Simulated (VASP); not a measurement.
# CsH (Fm-3m) in VASP: notebook

The runs below take CsH through relaxation of cell and atoms, single point, with PBEsol, LDA, r2SCAN, HSE06.

All numbers are computed with VASP 6.6.1; they aren't measurements. Logs are shortened: lines on timing, memory, paths and dates and some standing lists are left out, and cuts for length are marked.

### Step 1. The cell of the first run

Symmetry: Fm-3m, No. 225, cubic system. Conventional cell: a = 6.429 Å, b = 6.429 Å, c = 6.429 Å, α = 90.00°, β = 90.00°, γ = 90.00°. Within 4.2 Å of Cs (site symmetry m-3m) lie 6 H at 3.21 Å. Within 4.2 Å of H (site symmetry m-3m) lie 6 Cs at 3.21 Å.

### Step 2. Relaxation of cell and atoms, PBEsol

Input file INCAR:

```
PREC = Accurate
ENCUT = 600
EDIFF = 1E-6
ISMEAR = -1
SIGMA = 0.02
LREAL = F
LASPH = T
NELM = 60
ALGO = Normal
ISIF = 3
LWAVE = F
LCHARG = F
GGA = PS
IBRION = 2
NSW = 80
EDIFFG = -0.005
```

Input file KPOINTS:

```
Automatic mesh
0
Gamma
  6 6 6
```

Input file POSCAR:

```
CsH
1.0
    0.0000000000      3.2147135040      3.2147135040
    3.2147135040      0.0000000000      3.2147135040
    3.2147135040      3.2147135040      0.0000000000
Cs H
1 1
Direct
    0.0000000000      0.0000000000      0.0000000000
    0.5000000000      0.5000000000      0.5000000000
```

Potentials or basis: VASP PAW PBE potentials, release 64 (Cs_sv, H).

Started as:

```sh
> cat potpaw_PBE.64/Cs_sv/POTCAR potpaw_PBE.64/H/POTCAR > POTCAR
> mpirun -np 1 vasp_std > vasp.out
```

OUTCAR:

```text
PREC = Accurate
   ENCUT = 600
   EDIFF = 1E-6
   ISMEAR = -1
   LREAL = F
   LASPH = T
   NELM = 60
   ISIF = 3
   GGA = PS
   IBRION = 2
   NSW = 80
   EDIFFG = -0.005

 ion  position               nearest neighbor table
   1  0.000  0.000  0.000-
   2  0.500  0.500  0.500-

  LATTYP: Found a face centered cubic cell.
 ALAT       =     6.4294270080

  Lattice vectors:

 A1 = (   0.0000000000,   3.2147135040,   3.2147135040)
 A2 = (   3.2147135040,   0.0000000000,   3.2147135040)
 A3 = (   3.2147135040,   3.2147135040,   0.0000000000)

Analysis of symmetry for initial positions (statically):
=====================================================================
 Subroutine PRICEL returns:
 Original cell was already a primitive cell.

 Routine SETGRP: Setting up the symmetry group for a
 face centered cubic supercell.

 Subroutine GETGRP returns: Found 48 space group operations
 (whereof 48 operations were pure point group operations)
 out of a pool of 48 trial point group operations.

The static configuration has the point symmetry O_h .

Analysis of symmetry for dynamics (positions and initial velocities):
=====================================================================
 Subroutine PRICEL returns:
 Original cell was already a primitive cell.

 Routine SETGRP: Setting up the symmetry group for a
 face centered cubic supercell.

 Subroutine GETGRP returns: Found 48 space group operations
 (whereof 48 operations were pure point group operations)
 out of a pool of 48 trial point group operations.

The dynamic configuration has the point symmetry O_h .

 Subroutine INISYM returns: Found 48 space group operations
 (whereof 48 operations are pure point group operations),
 and found     1 'primitive' translations

----------------------------------------------------------------------------------------

                                     Primitive cell

  volume of cell :      66.4442

  direct lattice vectors                    reciprocal lattice vectors
     0.000000000  3.214713504  3.214713504    -0.155534855  0.155534855  0.155534855
     3.214713504  0.000000000  3.214713504     0.155534855 -0.155534855  0.155534855
     3.214713504  3.214713504  0.000000000     0.155534855  0.155534855 -0.155534855

  length of vectors
     4.546291437  4.546291437  4.546291437     0.269394272  0.269394272  0.269394272

  position of ions in fractional coordinates (direct lattice)
     0.000000000  0.000000000  0.000000000
     0.500000000  0.500000000  0.500000000

  ion indices of the primitive-cell ions
   primitive index   ion index
                 1           1
                 2           2

----------------------------------------------------------------------------------------

 KPOINTS: Automatic mesh

Automatic generation of k-mesh.
 Grid dimensions read from file:
 generate k-points for:    6    6    6

 Generating k-lattice:

  Cartesian coordinates                     Fractional coordinates (reciprocal lattice)
    -0.025922476  0.025922476  0.025922476     0.166666667  0.000000000  0.000000000
     0.025922476 -0.025922476  0.025922476     0.000000000  0.166666667  0.000000000
     0.025922476  0.025922476 -0.025922476     0.000000000  0.000000000  0.166666667

  Length of vectors
     0.044899045  0.044899045  0.044899045

  Shift w.r.t. Gamma in fractional coordinates (k-lattice)
     0.000000000  0.000000000  0.000000000

 Subroutine IBZKPT returns following result:
 ===========================================

 Found     16 irreducible k-points:

 Following reciprocal coordinates:
            Coordinates               Weight
  0.000000  0.000000  0.000000      1.000000
  0.166667  0.000000  0.000000      8.000000
  0.333333  0.000000  0.000000      8.000000
  0.500000  0.000000  0.000000      4.000000
  0.166667  0.166667  0.000000      6.000000
  0.333333  0.166667  0.000000     24.000000
[... 8 lines left out ...]
 -0.333333  0.333333  0.166667     24.000000
 -0.333333  0.500000  0.166667     12.000000
   k-points           NKPTS =     16   k-points in BZ     NKDIM =     16   number of bands    NBANDS=      9
   number of dos      NEDOS =    301   number of ions     NIONS =      2
   total plane-waves  NPLWV =  46656
   dimension x,y,z NGX =    36 NGY =   36 NGZ =   36
   dimension x,y,z NGXF=    72 NGYF=   72 NGZF=   72
   ions per type =               1   1
   NGX,Y,Z   is equivalent  to a cutoff of  13.16, 13.16, 13.16 a.u.
   NGXF,Y,Z  is equivalent  to a cutoff of  26.33, 26.33, 26.33 a.u.
 SYSTEM =  unknown system
   PREC   = accura    normal or accurate (medium, high low for compatibility)
   ISTART =      0    job   : 0-new  1-cont  2-samecut
   ICHARG =      2    charge: 1-file 2-atom 10-const
   ISPIN  =      1    spin polarized calculation?
   LNONCOLLINEAR =      F non collinear calculations
   LSORBIT =      F    spin-orbit coupling
   LASPH  =      T    aspherical Exc in radial PAW
   ENCUT  =  600.0 eV  44.10 Ry    6.64 a.u.   9.08  9.08  9.08*2*pi/ulx,y,z
   NELM   =     60;   NELMIN=  2; NELMDL= -5     # of ELM steps
   EDIFF  = 0.1E-05   stopping-criterion for ELM
   LREAL  =      F    real-space projection
   EDIFFG = -.5E-02   stopping-criterion for IOM
   NSW    =     80    number of steps for IOM
   IBRION =      2    ionic relax: 0-MD 1-quasi-New 2-CG
   NFREE  =      1    steps in history (QN), initial steepest desc. (CG)
   ISIF   =      3    stress and relaxation
   ISYM   =      2    0-nonsym 1-usesym 2-fastsym
   POTIM  = 0.5000    time-step for ionic-motion
   TEBEG  =    0.0;   TEEND  =   0.0 temperature during run
   PSTRESS=    0.0 pullay stress
   NELECT =      10.0000    total number of electrons
   NUPDOWN=      -1.0000    fix difference up-down
   EMIN   =  10.00;   EMAX   =-10.00  energy-range for DOS
   EFERMI =   0.00;   METHOD = LEGACY
   ISMEAR =    -1;   SIGMA  =   0.02  broadening in eV -4-tet -1-fermi 0-gaus
   EFERMI_NEDOS =   21; number of points for ismear=-14 and -15
   IALGO  =     38    algorithm
   IMIX   =      4    mixing-type and parameters
     AMIX     =   0.40;   BMIX     =  1.00
     AMIX_MAG =   1.60;   BMIX_MAG =  1.00
  volume/ion in A,a.u.               =      33.22       224.19
  Fermi-wavevector in a.u.,A,eV,Ry     =   0.870808  1.645589 10.317394  0.758307
  Thomas-Fermi vector in A             =   1.989826
   LORBIT       =      0    0 simple, 1 ext, 2 COOP (PROOUT), +10 PAW based schemes
   GGA     = PS    functional components
   LHFCALC =     F    Hartree Fock is set to
   AEXX    =    0.0000 exact exchange contribution
   IVDW    =     0    specifies the selected vdW correction
   LEPSILON=     F    determine dielectric tensor
   LRPA    =     F    only Hartree local field effects (RPA)
 conjugate gradient relaxation of ions
 non-spin polarized calculation
  energy-cutoff  :      600.00
  volume of cell :       66.44
 maximum number of plane-waves:      2252
   NGX = 19   NGY = 19   NGZ = 19

--------------------------------------- Ionic step        1  -------------------------------------------

 number of electron      10.0000000 magnetization

 Free energy of the ion-electron system (eV)
  ---------------------------------------------------
  ext. energy  EPLUGINS =         0.00000000
  ---------------------------------------------------
  free energy    TOTEN  =        -4.57809533 eV

  energy without entropy =       -4.57809533  energy(sigma->0) =       -4.57809533

------------------------ aborting loop because EDIFF is reached ----------------------------------------

  FORCE on cell =-STRESS in cart. coord.  units (eV):
  Direction    XX          YY          ZZ          XY          YZ          ZX
  --------------------------------------------------------------------------------------
  -------------------------------------------------------------------------------------
  Total       -0.2851597     -0.2851597     -0.2851597     -0.0000000      0.0000000      0.0000000
  in kB       -6.8760953     -6.8760953     -6.8760953     -0.0000000      0.0000000      0.0000000
  external PRESSURE =      -6.8760953 kB  Pullay stress =       0.0000000 kB

 VOLUME and BASIS-vectors are now :
 -----------------------------------------------------------------------------
  energy-cutoff  :      600.00
  volume of cell :       66.44
      direct lattice vectors                 reciprocal lattice vectors
     0.000000000  3.214713504  3.214713504    -0.155534855  0.155534855  0.155534855
     3.214713504  0.000000000  3.214713504     0.155534855 -0.155534855  0.155534855
     3.214713504  3.214713504  0.000000000     0.155534855  0.155534855 -0.155534855
[... 73 lines left out ...]
 POSITION                                       TOTAL-FORCE (eV/Angst)
 -----------------------------------------------------------------------------------
      0.00000      0.00000      0.00000        -0.000000      0.000000      0.000000
      3.13932      3.13932      3.13932         0.000000     -0.000000     -0.000000
 -----------------------------------------------------------------------------------
    total drift:                               -0.000000      0.000000      0.000000

  FREE ENERGIE OF THE ION-ELECTRON SYSTEM (eV)
  ---------------------------------------------------
  free  energy   TOTEN  =        -4.5892440918 eV

  energy  without entropy=       -4.5892440918  energy(sigma->0) =       -4.58924409

--------------------------------------- Ionic step        4  -------------------------------------------

 number of electron      10.0000000 magnetization

 Free energy of the ion-electron system (eV)
  ---------------------------------------------------
  ext. energy  EPLUGINS =         0.00000000
  ---------------------------------------------------
  free energy    TOTEN  =        -4.58931194 eV

  energy without entropy =       -4.58931194  energy(sigma->0) =       -4.58931194

 E-fermi :   0.7376     XC(G=0):  -7.6090

 val. band max:        0.3260949691   @ k =   0.5000   0.0000   0.0000
 cond. band min:       2.3764037481   @ k =   0.5000   0.0000   0.0000
 fundamental gap:      2.0503087790
 Fermi energy:         0.7376199849

 k-point     1 :       0.0000    0.0000    0.0000
  band No.  band energies     occupation
      1     -21.1622      2.00000
      2      -7.5422      2.00000
      3      -7.5422      2.00000
      4      -7.5422      2.00000
      5      -1.5846      2.00000
      6       5.4365      0.00000
      7       5.4365      0.00000
      8       5.4365      0.00000
      9       6.3132      0.00000

 k-point     2 :       0.1667    0.0000    0.0000
  band No.  band energies     occupation
      1     -21.1382      2.00000
      2      -7.8250      2.00000
      3      -7.5700      2.00000
      4      -7.5700      2.00000
      5      -1.1325      2.00000
      6       4.5718      0.00000
      7       5.5923      0.00000
      8       5.5923      0.00000
      9       6.0865      0.00000
[... 188 lines left out ...]
 POSITION                                       TOTAL-FORCE (eV/Angst)
 -----------------------------------------------------------------------------------
      3.13112      3.13112      0.00000         0.000000      0.000000     -0.000000
      3.13112      3.13112      3.13112        -0.000000     -0.000000      0.000000
 -----------------------------------------------------------------------------------
    total drift:                               -0.000000      0.000000      0.000000

  FREE ENERGIE OF THE ION-ELECTRON SYSTEM (eV)
  ---------------------------------------------------
  free  energy   TOTEN  =        -4.5893119391 eV

  energy  without entropy=       -4.5893119391  energy(sigma->0) =       -4.58931194

 reached required accuracy - stopping structural energy minimisation
```

Run time: 29 s. Hardware: 1 thread of AMD EPYC 7R13 (Zen 3), shared host; peak memory 0.19 GiB.

Results:

| Item | Value |
| --- | --- |
| Free energy | -4.5893 eV |
| Relaxed volume | 30.70 Å³/atom |
| Relaxed cell | a = 4.428 Å, b = 4.428 Å, c = 4.428 Å, α = 60.00°, β = 60.00°, γ = 60.00° |
| Space group after relaxing (to 0.05 Å) | Fm-3m (No. 225) |
| Energy gained by relaxing | 5.6 meV/atom |
| Ionic steps | 4 |
| Pressure after relaxing | 0.0 GPa |
| Band gap on the k mesh | 2.05 eV, direct |

Step by step:
```csv
step,energy change (eV),largest force (eV/Å),pressure (GPa),volume (Å³)
1,0.0000,0.0000,-0.69,66.44
2,-0.0051,0.0000,-0.52,65.08
3,-0.0111,0.0000,-0.07,61.88
4,-0.0112,0.0000,0.02,61.39
```

Final structure:
```
CELL_PARAMETERS angstrom
0.00000 3.13112 3.13112
3.13112 0.00000 3.13112
3.13112 3.13112 0.00000
ATOMIC_POSITIONS crystal
Cs 0.00000 0.00000 0.00000
H 0.50000 0.50000 0.50000
```

Caveat: the PAW data sets were made with another functional, which shifts forces and pressure a little; spin-orbit coupling is left out, which moves the levels of the heavy elements. A k mesh can miss the band edges.

(Continued in part 2 of 2.)
